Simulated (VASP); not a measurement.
# Tl (C2/c) in VASP: single point with r2SCAN

Aim: the single point of Tl with r2SCAN.

All numbers are computed with VASP 6.6.1; they aren't measurements. Logs are shortened: lines on timing, memory, paths and dates and some standing lists are left out, and cuts for length are marked.

### Step 1. The cell of the first run

Symmetry: C2/c, No. 15, monoclinic system. Conventional cell: a = 3.298 Å, b = 11.508 Å, c = 3.512 Å, α = 90.00°, β = 115.34°, γ = 90.00°. Tl (site symmetry 2) has 14 Tl at 3.30 to 4.17 Å within 4.3 Å.

### Step 2. Single point, r2SCAN (30.12 Å³/atom)

Input file POSCAR:

```
Tl
1.0
   -4.0915175433      4.0457569113      1.6488506401
    4.0457569113     -4.0915175433      1.6488506401
    2.2689338764      2.2689338764     -1.7326613214
Tl
2
Direct
    0.9989502929      0.0010497071      0.0000000000
    0.7510497071      0.2489502929      0.5000000000
```

Input file INCAR.step1:

```
SYSTEM = Tl
  PREC = Accurate
  ENCUT = 520
  ISMEAR = -1
  SIGMA = 0.1
  LREAL = .False.
  LASPH = .True.
  NELM = 100
  NBANDS = 20
  GGA = PE
  ALGO = Normal
  EDIFF = 1E-4
  LWAVE = .True.
  LCHARG = .False.
```

Input file INCAR.step2:

```
SYSTEM = Tl
  PREC = Accurate
  ENCUT = 520
  EDIFF = 1E-6
  ISMEAR = -1
  SIGMA = 0.1
  LREAL = .False.
  LASPH = .True.
  NELM = 100
  ALGO = Normal
  ISIF = 2
  LWAVE = .False.
  LCHARG = .False.
  METAGGA = R2SCAN
  LMIXTAU = .True.
  NBANDS = 20
  ISTART = 1
```

Input file KPOINTS:

```
Automatic mesh
0
Gamma
  13 13 11
  0 0 0
```

Potentials or basis: VASP PAW PBE potentials, release 64 (Tl_d).

Started as:

```console
$ cat potpaw_PBE.64/Tl_d/POTCAR > POTCAR
$ cp INCAR.step1 INCAR
$ mpirun -np 1 vasp_std > vasp.out
$ cp INCAR.step2 INCAR
$ mpirun -np 1 vasp_std > vasp.out
```

OUTCAR:

```text
SYSTEM = Tl
   PREC = Accurate
   ENCUT = 520
   EDIFF = 1E-6
   ISMEAR = -1
   LREAL = .False.
   LASPH = .True.
   NELM = 100
   ISIF = 2
   METAGGA = R2SCAN
   ISTART = 1

 ion  position               nearest neighbor table
   1  0.999  0.001  0.000-   2 3.39   2 3.39   2 3.39   2 3.39   2 4.05   2 4.05
   2  0.751  0.249  0.500-   1 3.39   1 3.39   1 3.39   1 3.39   1 4.05   1 4.05

  Warning from LATTYP: Got some problem with cell dimensions!
  Tried to take original basis but could not verify dimensions!
  LATTYP: Found a base centered monoclinic cell.
 ALAT       =     3.2983362176
 B/A-ratio  =     3.4889844865
 C/A-ratio  =     1.0647880931
 COS(beta)  =    -0.4279721696

  Lattice vectors:

 A1 = (   4.0915175433,  -4.0457569113,  -1.6488506401)
 A2 = (  -4.0457569113,   4.0915175433,  -1.6488506401)
 A3 = (   2.2231732444,   2.2231732444,   1.5650399588)

Analysis of symmetry for initial positions (statically):
=====================================================================
 Subroutine PRICEL returns:
 Original cell was already a primitive cell.

 Routine SETGRP: Setting up the symmetry group for a
 base centered monoclinic supercell.

 Subroutine GETGRP returns: Found  4 space group operations
 (whereof  2 operations were pure point group operations)
 out of a pool of  4 trial point group operations.

The static configuration has the point symmetry C_2 .
 The point group associated with its full space group is C_2h.

Analysis of symmetry for dynamics (positions and initial velocities):
=====================================================================
 Subroutine PRICEL returns:
 Original cell was already a primitive cell.

 Routine SETGRP: Setting up the symmetry group for a
 base centered monoclinic supercell.

 Subroutine GETGRP returns: Found  4 space group operations
 (whereof  2 operations were pure point group operations)
 out of a pool of  4 trial point group operations.

The dynamic configuration has the point symmetry C_2 .
 The point group associated with its full space group is C_2h.

 Subroutine INISYM returns: Found  4 space group operations
 (whereof  2 operations are pure point group operations),
 and found     1 'primitive' translations

----------------------------------------------------------------------------------------

                                     Primitive cell

  volume of cell :      60.2401

  direct lattice vectors                    reciprocal lattice vectors
    -4.091517543  4.045756911  1.648850640     0.055578973  0.178470244  0.306489325
     4.045756911 -4.091517543  1.648850640     0.178470244  0.055578973  0.306489325
     2.268933876  2.268933876 -1.732661321     0.222728007  0.222728007  0.006181381

  length of vectors
     5.985597149  5.985597149  3.646674804     0.358993533  0.358993533  0.315045615

  position of ions in fractional coordinates (direct lattice)
     0.998950293  0.001049707  1.000000000
     0.751049707  0.248950293  0.500000000

  ion indices of the primitive-cell ions
   primitive index   ion index
                 1           1
                 2           2

----------------------------------------------------------------------------------------

 KPOINTS: Automatic mesh

Automatic generation of k-mesh.
 Grid dimensions read from file:
 generate k-points for:   13   13   11

 Generating k-lattice:

  Cartesian coordinates                     Fractional coordinates (reciprocal lattice)
     0.004275306  0.013728480  0.023576102     0.076923077 -0.000000000  0.000000000
     0.013728480  0.004275306  0.023576102    -0.000000000  0.076923077  0.000000000
     0.020248001  0.020248001  0.000561944     0.000000000  0.000000000  0.090909091

  Length of vectors
     0.027614887  0.027614887  0.028640510

  Shift w.r.t. Gamma in fractional coordinates (k-lattice)
     0.000000000  0.000000000  0.000000000

 Subroutine IBZKPT returns following result:
 ===========================================

 Found    504 irreducible k-points:

 Following reciprocal coordinates:
            Coordinates               Weight
  0.000000  0.000000  0.000000      1.000000
  0.076923  0.000000 -0.000000      4.000000
  0.153846  0.000000 -0.000000      4.000000
  0.230769 -0.000000  0.000000      4.000000
  0.307692  0.000000 -0.000000      4.000000
  0.384615  0.000000  0.000000      4.000000
[... 16 lines left out ...]
  0.384615  0.153846  0.000000      4.000000
  0.461538  0.153846  0.000000      4.000000
 [... further k-points ...]
   k-points           NKPTS =    504   k-points in BZ     NKDIM =    504   number of bands    NBANDS=     20
   number of dos      NEDOS =    301   number of ions     NIONS =      2
   total plane-waves  NPLWV =  64512
   dimension x,y,z NGX =    48 NGY =   48 NGZ =   28
   dimension x,y,z NGXF=    96 NGYF=   96 NGZF=   56
   ions per type =               2
   NGX,Y,Z   is equivalent  to a cutoff of  13.33, 13.33, 12.76 a.u.
   NGXF,Y,Z  is equivalent  to a cutoff of  26.66, 26.66, 25.53 a.u.
 SYSTEM =  Tl
   PREC   = accura    normal or accurate (medium, high low for compatibility)
   ISTART =      1    job   : 0-new  1-cont  2-samecut
   ICHARG =      0    charge: 1-file 2-atom 10-const
   ISPIN  =      1    spin polarized calculation?
   LNONCOLLINEAR =      F non collinear calculations
   LSORBIT =      F    spin-orbit coupling
   LASPH  =      T    aspherical Exc in radial PAW
   ENCUT  =  520.0 eV  38.22 Ry    6.18 a.u.  11.13 11.13  6.78*2*pi/ulx,y,z
   NELM   =    100;   NELMIN=  2; NELMDL=  0     # of ELM steps
   EDIFF  = 0.1E-05   stopping-criterion for ELM
   LREAL  =      F    real-space projection
   EDIFFG = 0.1E-04   stopping-criterion for IOM
   NSW    =      0    number of steps for IOM
   IBRION =     -1    ionic relax: 0-MD 1-quasi-New 2-CG
   NFREE  =      0    steps in history (QN), initial steepest desc. (CG)
   ISIF   =      2    stress and relaxation
   ISYM   =      2    0-nonsym 1-usesym 2-fastsym
   POTIM  = 0.5000    time-step for ionic-motion
   TEBEG  =    0.0;   TEEND  =   0.0 temperature during run
   PSTRESS=    0.0 pullay stress
   NELECT =      26.0000    total number of electrons
   NUPDOWN=      -1.0000    fix difference up-down
   EMIN   =  10.00;   EMAX   =-10.00  energy-range for DOS
   EFERMI =   0.00;   METHOD = LEGACY
   ISMEAR =    -1;   SIGMA  =   0.10  broadening in eV -4-tet -1-fermi 0-gaus
   EFERMI_NEDOS =   21; number of points for ismear=-14 and -15
   IALGO  =     38    algorithm
   IMIX   =      4    mixing-type and parameters
     AMIX     =   0.40;   BMIX     =  1.00
     AMIX_MAG =   1.60;   BMIX_MAG =  1.00
  volume/ion in A,a.u.               =      30.12       203.26
  Fermi-wavevector in a.u.,A,eV,Ry     =   1.237193  2.337956 20.825711  1.530647
  Thomas-Fermi vector in A             =   2.371770
   LORBIT       =      0    0 simple, 1 ext, 2 COOP (PROOUT), +10 PAW based schemes
   METAGGA = R2SCAN    functional components
   LHFCALC =     F    Hartree Fock is set to
   AEXX    =    0.0000 exact exchange contribution
   IVDW    =     0    specifies the selected vdW correction
   LEPSILON=     F    determine dielectric tensor
   LRPA    =     F    only Hartree local field effects (RPA)
 non-spin polarized calculation
  energy-cutoff  :      520.00
  volume of cell :       60.24
 maximum number of plane-waves:      1642
 NGX is ok and might be reduce to    48
   NGX = 23   NGY = 23   NGZ = 13

 number of electron      26.0000003 magnetization

 Free energy of the ion-electron system (eV)
  ---------------------------------------------------
  ext. energy  EPLUGINS =         0.00000000
  ---------------------------------------------------
  free energy    TOTEN  =      -106.31834911 eV

  energy without entropy =     -106.27909312  energy(sigma->0) =     -106.29872111

 E-fermi :   6.0252     XC(G=0): -10.5336

 val. band max:        6.0227595258   @ k =   0.2308   0.1538   0.1818
 cond. band min:       6.0287267452   @ k =  -0.2308  -0.3846   0.2727
 fundamental gap:      0.0059672194
 Fermi energy:         6.0251577534

 k-point     1 :       0.0000    0.0000    0.0000
  band No.  band energies     occupation
      1      -6.3125      2.00000
      2      -6.2733      2.00000
      3      -6.2520      2.00000
      4      -6.0646      2.00000
      5      -6.0501      2.00000
      6      -5.9198      2.00000
[... 12 lines left out ...]
     19      17.0744      0.00000
     20      18.5712      0.00000

 k-point     2 :       0.0769    0.0000   -0.0000
  band No.  band energies     occupation
      1      -6.2826      2.00000
      2      -6.2483      2.00000
      3      -6.2176      2.00000
      4      -6.0619      2.00000
      5      -6.0327      2.00000
      6      -5.9350      2.00000
[... 12 lines left out ...]
     19      17.3647      0.00000
     20      17.6994      0.00000

 k-point     3 :       0.1538    0.0000   -0.0000
  band No.  band energies     occupation
      1      -6.2114      2.00000
      2      -6.2046      2.00000
      3      -6.1253      2.00000
      4      -6.0467      2.00000
      5      -5.9878      2.00000
      6      -5.9647      2.00000
[... 12 lines left out ...]
     19      16.5956      0.00000
     20      17.1815      0.00000

 k-point     4 :       0.2308   -0.0000    0.0000
  band No.  band energies     occupation
      1      -6.2046      2.00000
      2      -6.1503      2.00000
      3      -6.0982      2.00000
      4      -6.0408      2.00000
      5      -5.9758      2.00000
      6      -5.9231      2.00000
[... 429 lines left out ...]
 k-point    23 :       0.3846    0.1538    0.0000
  band No.  band energies     occupation
      1      -6.3345      2.00000
      2      -6.3043      2.00000
      3      -6.2255      2.00000
      4      -6.0908      2.00000
      5      -6.0521      2.00000
      6      -5.8449      2.00000
[... 12 lines left out ...]
     19      14.4908      0.00000
     20      15.7570      0.00000

 k-point    24 :       0.4615    0.1538    0.0000
  band No.  band energies     occupation
      1      -6.3016      2.00000
      2      -6.2651      2.00000
      3      -6.2062      2.00000
      4      -6.0812      2.00000
      5      -6.0358      2.00000
      6      -5.8255      2.00000
[... 12 lines left out ...]
     19      14.8072      0.00000
     20      15.5101      0.00000

 [... further k-points ...]

------------------------ aborting loop because EDIFF is reached ----------------------------------------

  FORCE on cell =-STRESS in cart. coord.  units (eV):
  Direction    XX          YY          ZZ          XY          YZ          ZX
  --------------------------------------------------------------------------------------
  -------------------------------------------------------------------------------------
  Total       -0.0664653     -0.0664653      0.1256497     -0.0360148      0.0164631      0.0164631
  in kB       -1.7677460     -1.7677460      3.3418472     -0.9578689      0.4378611      0.4378608
  external PRESSURE =      -0.0645483 kB  Pullay stress =       0.0000000 kB

 VOLUME and BASIS-vectors are now :
 -----------------------------------------------------------------------------
  energy-cutoff  :      520.00
  volume of cell :       60.24
      direct lattice vectors                 reciprocal lattice vectors
    -4.091517543  4.045756911  1.648850640     0.055578973  0.178470244  0.306489325
     4.045756911 -4.091517543  1.648850640     0.178470244  0.055578973  0.306489325
     2.268933876  2.268933876 -1.732661321     0.222728007  0.222728007  0.006181381

 POSITION                                       TOTAL-FORCE (eV/Angst)
 -----------------------------------------------------------------------------------
     -4.08298      4.03722      1.64885        -0.002247      0.002247      0.000000
     -0.93127      3.15445      0.78252         0.002247     -0.002247     -0.000000
 -----------------------------------------------------------------------------------
    total drift:                               -0.000000      0.000000      0.000000

  FREE ENERGIE OF THE ION-ELECTRON SYSTEM (eV)
  ---------------------------------------------------
  free  energy   TOTEN  =      -106.3183491078 eV

  energy  without entropy=     -106.2790931175  energy(sigma->0) =     -106.29872111
```

Run time: 21 min. Hardware: 1 thread of Intel Xeon 6975P-C (Granite Rapids), shared host; peak memory 0.62 GiB.

Results:

```
Free energy            : -106.3183 eV
Pressure               : 0.0 GPa
Largest force          : 0.003 eV/Å
Band gap on the k mesh : zero (bands 13 and 14 overlap by 5.88 eV)
```

Forces in eV/Å, atoms in the order of the input:
```
Tl  -0.002  0.002  0.000
Tl   0.002 -0.002  0.000
```

Stress tensor (GPa, compression positive):
```
-0.18 -0.10  0.04
-0.10 -0.18  0.04
 0.04  0.04  0.33
```

Caveat: the PAW data sets were made with another functional, which shifts forces and pressure a little; spin-orbit coupling is left out, which moves the levels of the heavy elements.
